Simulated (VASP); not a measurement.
# Sn (I4_1/amd) in VASP: a series of runs, part 2 of 2

VASP 6.6.1. Earlier steps stand in the parts before.

## (4) Single point, r2SCAN

This run uses another cell than the first one, of the same volume but with other edges.

The input, POSCAR:

```
Sn
1.0
    0.0000000000      2.8916464441      4.0887880720
    2.8916464441      0.0000000000      4.0887880720
    2.8916464441      2.8916464441      0.0000000000
Sn
2
Direct
    0.5000000000      0.5000000000      0.5000000000
    0.7500000000      0.7500000000      0.7500000000
```

The input, INCAR.step1:

```
SYSTEM = Sn
PREC = Accurate ; ENCUT = 520
ISMEAR = 0 ; SIGMA = 0.15
LREAL = .FALSE. ; LASPH = .TRUE.
NELM = 100 ; NBANDS = 21
GGA = PE ; ALGO = Normal
EDIFF = 1E-4 ; LWAVE = .TRUE.
LCHARG = .FALSE.
```

The input, INCAR.step2:

```
SYSTEM = Sn
PREC = Accurate ; ENCUT = 520
EDIFF = 1E-6 ; ISMEAR = 0
SIGMA = 0.15 ; LREAL = .FALSE.
LASPH = .TRUE. ; NELM = 100
ALGO = Normal ; ISIF = 2
LWAVE = .FALSE. ; LCHARG = .FALSE.
METAGGA = R2SCAN ; LMIXTAU = .TRUE.
NBANDS = 21 ; ISTART = 1
```

The input, KPOINTS:

```
Automatic mesh
0
G
  10 10 10
  0 0 0
```

Potentials or basis: VASP PAW PBE potentials, release 64 (Sn_d).

Started as:

```console
> cat potpaw_PBE.64/Sn_d/POTCAR > POTCAR
> cp INCAR.step1 INCAR
> mpirun -np 1 vasp_std > vasp.out
> cp INCAR.step2 INCAR
> mpirun -np 1 vasp_std > vasp.out
```

OUTCAR:

```text
SYSTEM = Sn
   PREC = Accurate
   ENCUT = 520
   EDIFF = 1E-6
   ISMEAR = 0
   LREAL = .FALSE.
   LASPH = .TRUE.
   NELM = 100
   ISIF = 2
   METAGGA = R2SCAN
   ISTART = 1

 ion  position               nearest neighbor table
   1  0.500  0.500  0.500-   2 2.89   2 2.89   2 2.89   2 2.89
   2  0.750  0.750  0.750-   1 2.89   1 2.89   1 2.89   1 2.89

  LATTYP: Found a body centered tetragonal cell.
 ALAT       =     4.0894056188
 C/A-ratio  =     1.9996979772

  Lattice vectors:

 A1 = (  -2.8916464441,   0.0000000000,   4.0887880720)
 A2 = (   2.8916464441,   0.0000000000,   4.0887880720)
 A3 = (   0.0000000000,   2.8916464441,  -4.0887880720)

Analysis of symmetry for initial positions (statically):
=====================================================================
 Subroutine PRICEL returns:
 Original cell was already a primitive cell.

 Routine SETGRP: Setting up the symmetry group for a
 body centered tetragonal supercell.

 Subroutine GETGRP returns: Found 16 space group operations
 (whereof  8 operations were pure point group operations)
 out of a pool of 16 trial point group operations.

The static configuration has the point symmetry D_2d.
 The point group associated with its full space group is D_4h.

Analysis of symmetry for dynamics (positions and initial velocities):
=====================================================================
 Subroutine PRICEL returns:
 Original cell was already a primitive cell.

 Routine SETGRP: Setting up the symmetry group for a
 body centered tetragonal supercell.

 Subroutine GETGRP returns: Found 16 space group operations
 (whereof  8 operations were pure point group operations)
 out of a pool of 16 trial point group operations.

The dynamic configuration has the point symmetry D_2d.
 The point group associated with its full space group is D_4h.

 Subroutine INISYM returns: Found 16 space group operations
 (whereof  8 operations are pure point group operations),
 and found     1 'primitive' translations

----------------------------------------------------------------------------------------

                                     Primitive cell

  volume of cell :      68.3778

  direct lattice vectors                    reciprocal lattice vectors
     0.000000000  2.891646444  4.088788072    -0.172911872  0.172911872  0.122285624
     2.891646444  0.000000000  4.088788072     0.172911872 -0.172911872  0.122285624
     2.891646444  2.891646444  0.000000000     0.172911872  0.172911872 -0.122285624

  length of vectors
     5.007974347  5.007974347  4.089405619     0.273405934  0.273405934  0.273405934

  position of ions in fractional coordinates (direct lattice)
     0.500000000  0.500000000  0.500000000
     0.750000000  0.750000000  0.750000000

  ion indices of the primitive-cell ions
   primitive index   ion index
                 1           1
                 2           2

----------------------------------------------------------------------------------------

 KPOINTS: Automatic mesh

Automatic generation of k-mesh.
 Grid dimensions read from file:
 generate k-points for:   10   10   10

 Generating k-lattice:

  Cartesian coordinates                     Fractional coordinates (reciprocal lattice)
    -0.017291187  0.017291187  0.012228562     0.100000000  0.000000000  0.000000000
     0.017291187 -0.017291187  0.012228562     0.000000000  0.100000000  0.000000000
     0.017291187  0.017291187 -0.012228562    -0.000000000 -0.000000000  0.100000000

  Length of vectors
     0.027340593  0.027340593  0.027340593

  Shift w.r.t. Gamma in fractional coordinates (k-lattice)
     0.000000000  0.000000000  0.000000000

 Subroutine IBZKPT returns following result:
 ===========================================

 Found    102 irreducible k-points:

 Following reciprocal coordinates:
            Coordinates               Weight
  0.000000  0.000000  0.000000      1.000000
  0.100000 -0.000000  0.000000      8.000000
  0.200000 -0.000000  0.000000      8.000000
  0.300000  0.000000  0.000000      8.000000
  0.400000  0.000000  0.000000      8.000000
  0.500000  0.000000  0.000000      4.000000
[... 16 lines left out ...]
  0.300000  0.300000  0.000000      2.000000
  0.400000  0.300000  0.000000      8.000000
 [... further k-points ...]
   k-points           NKPTS =    102   k-points in BZ     NKDIM =    102   number of bands    NBANDS=     21
   number of dos      NEDOS =    301   number of ions     NIONS =      2
   total plane-waves  NPLWV =  48000
   dimension x,y,z NGX =    40 NGY =   40 NGZ =   30
   dimension x,y,z NGXF=    80 NGYF=   80 NGZF=   60
   ions per type =               2
   NGX,Y,Z   is equivalent  to a cutoff of  13.28, 13.28, 12.20 a.u.
   NGXF,Y,Z  is equivalent  to a cutoff of  26.56, 26.56, 24.39 a.u.
 SYSTEM =  Sn
   PREC   = accura    normal or accurate (medium, high low for compatibility)
   ISTART =      1    job   : 0-new  1-cont  2-samecut
   ICHARG =      0    charge: 1-file 2-atom 10-const
   ISPIN  =      1    spin polarized calculation?
   LNONCOLLINEAR =      F non collinear calculations
   LSORBIT =      F    spin-orbit coupling
   LASPH  =      T    aspherical Exc in radial PAW
   ENCUT  =  520.0 eV  38.22 Ry    6.18 a.u.   9.31  9.31  7.60*2*pi/ulx,y,z
   NELM   =    100;   NELMIN=  2; NELMDL=  0     # of ELM steps
   EDIFF  = 0.1E-05   stopping-criterion for ELM
   LREAL  =      F    real-space projection
   EDIFFG = 0.1E-04   stopping-criterion for IOM
   NSW    =      0    number of steps for IOM
   IBRION =     -1    ionic relax: 0-MD 1-quasi-New 2-CG
   NFREE  =      0    steps in history (QN), initial steepest desc. (CG)
   ISIF   =      2    stress and relaxation
   ISYM   =      2    0-nonsym 1-usesym 2-fastsym
   POTIM  = 0.5000    time-step for ionic-motion
   TEBEG  =    0.0;   TEEND  =   0.0 temperature during run
   PSTRESS=    0.0 pullay stress
   NELECT =      28.0000    total number of electrons
   NUPDOWN=      -1.0000    fix difference up-down
   EMIN   =  10.00;   EMAX   =-10.00  energy-range for DOS
   EFERMI =   0.00;   METHOD = LEGACY
   ISMEAR =     0;   SIGMA  =   0.15  broadening in eV -4-tet -1-fermi 0-gaus
   EFERMI_NEDOS =   21; number of points for ismear=-14 and -15
   IALGO  =     38    algorithm
   IMIX   =      4    mixing-type and parameters
     AMIX     =   0.40;   BMIX     =  1.00
     AMIX_MAG =   1.60;   BMIX_MAG =  1.00
  volume/ion in A,a.u.               =      34.19       230.72
  Fermi-wavevector in a.u.,A,eV,Ry     =   1.215689  2.297319 20.108049  1.477900
  Thomas-Fermi vector in A             =   2.351068
   LORBIT       =      0    0 simple, 1 ext, 2 COOP (PROOUT), +10 PAW based schemes
   METAGGA = R2SCAN    functional components
   LHFCALC =     F    Hartree Fock is set to
   AEXX    =    0.0000 exact exchange contribution
   IVDW    =     0    specifies the selected vdW correction
   LEPSILON=     F    determine dielectric tensor
   LRPA    =     F    only Hartree local field effects (RPA)
 non-spin polarized calculation
 Gauss-broadening in eV      SIGMA  =   0.15
  energy-cutoff  :      520.00
  volume of cell :       68.38
 maximum number of plane-waves:      1859
 NGX is ok and might be reduce to    40

 number of electron      27.9999991 magnetization

 Free energy of the ion-electron system (eV)
  ---------------------------------------------------
  ext. energy  EPLUGINS =         0.00000000
  ---------------------------------------------------
  free energy    TOTEN  =       -48.85056587 eV

  energy without entropy =      -48.83747780  energy(sigma->0) =      -48.84402184

 E-fermi :   5.7121     XC(G=0):  -9.6920

 val. band max:        5.6634230759   @ k =  -0.4000  -0.0000   0.1000
 cond. band min:       5.7147398743   @ k =  -0.4000   0.2000   0.0000
 fundamental gap:      0.0513167984
 Fermi energy:         5.7120831629

 k-point     1 :       0.0000    0.0000    0.0000
  band No.  band energies     occupation
      1     -16.7873      2.00000
      2     -16.7872      2.00000
      3     -16.7188      2.00000
      4     -16.7082      2.00000
      5     -16.6979      2.00000
      6     -16.5784      2.00000
[... 13 lines left out ...]
     20      11.4218      0.00000
     21      12.2241      0.00000
[... 529 lines left out ...]
 k-point    24 :       0.4000    0.3000    0.0000
  band No.  band energies     occupation
      1     -16.8578      2.00000
      2     -16.8538      2.00000
      3     -16.8021      2.00000
      4     -16.7236      2.00000
      5     -16.6477      2.00000
      6     -16.5626      2.00000
[... 13 lines left out ...]
     20      13.9434      0.00000
     21      16.8265      0.00000

 [... further k-points ...]

------------------------ aborting loop because EDIFF is reached ----------------------------------------

  FORCE on cell =-STRESS in cart. coord.  units (eV):
  Direction    XX          YY          ZZ          XY          YZ          ZX
  --------------------------------------------------------------------------------------
  -------------------------------------------------------------------------------------
  Total        1.7087465      1.7087465     -1.9818953      0.0000000      0.0000000      0.0000000
  in kB       40.0380795     40.0380795    -46.4382995      0.0000000      0.0000000      0.0000000
  external PRESSURE =      11.2126198 kB  Pullay stress =       0.0000000 kB

 VOLUME and BASIS-vectors are now :
 -----------------------------------------------------------------------------
  energy-cutoff  :      520.00
  volume of cell :       68.38
      direct lattice vectors                 reciprocal lattice vectors
     0.000000000  2.891646444  4.088788072    -0.172911872  0.172911872  0.122285624
     2.891646444  0.000000000  4.088788072     0.172911872 -0.172911872  0.122285624
     2.891646444  2.891646444  0.000000000     0.172911872  0.172911872 -0.122285624

 POSITION                                       TOTAL-FORCE (eV/Angst)
 -----------------------------------------------------------------------------------
      2.89165      2.89165      4.08879         0.000000      0.000000      0.000000
      4.33747      4.33747      6.13318        -0.000000     -0.000000     -0.000000
 -----------------------------------------------------------------------------------
    total drift:                               -0.000000     -0.000000      0.000000

  FREE ENERGIE OF THE ION-ELECTRON SYSTEM (eV)
  ---------------------------------------------------
  free  energy   TOTEN  =       -48.8505658705 eV

  energy  without entropy=      -48.8374778000  energy(sigma->0) =      -48.84402184
```

Run time: 12 min. Hardware: 1 thread of Intel Xeon 8259CL, shared host; peak memory 0.29 GiB.

What came out:

| Item | Value |
| --- | --- |
| Free energy | -48.8506 eV |
| Pressure | 1.1 GPa |
| Band gap on the k mesh | zero (bands 14 and 15 overlap by 1.22 eV) |

Stress tensor (GPa, compression positive):
```
 4.00  0.00  0.00
 0.00  4.00  0.00
 0.00  0.00 -4.64
```

Caveat: the PAW data sets were made with another functional, which shifts forces and pressure a little; spin-orbit coupling is left out, which moves the levels of the heavy elements.

## (5) The runs side by side

```tsv
cell	gap on the mesh (eV)	pressure (GPa)
a = 5.111, b = 5.111, c = 4.010 Å, angles 66.9, 66.9, 46.2°, 2 atoms	none	0.7
a = 4.462, b = 4.462, c = 5.152 Å, angles 54.7, 54.7, 70.5°, 2 atoms	none	-0.3
a = 5.008, b = 5.008, c = 4.089 Å, angles 65.9, 65.9, 48.2°, 2 atoms	none	1.1
```

Alike in all rows: task single point; level r2SCAN; potentials or basis VASP PAW PBE potentials, release 64 (Sn_d); no spin polarisation; k mesh 10 × 10 × 10; cutoff (eV) 520; smearing gaussian 0.15 eV.

Caveats: the PAW data sets were made with another functional, which shifts forces and pressure a little; spin-orbit coupling is left out, which moves the levels of the heavy elements.

Total energies depend on the potentials used, so only differences within one code and one set of settings carry meaning.
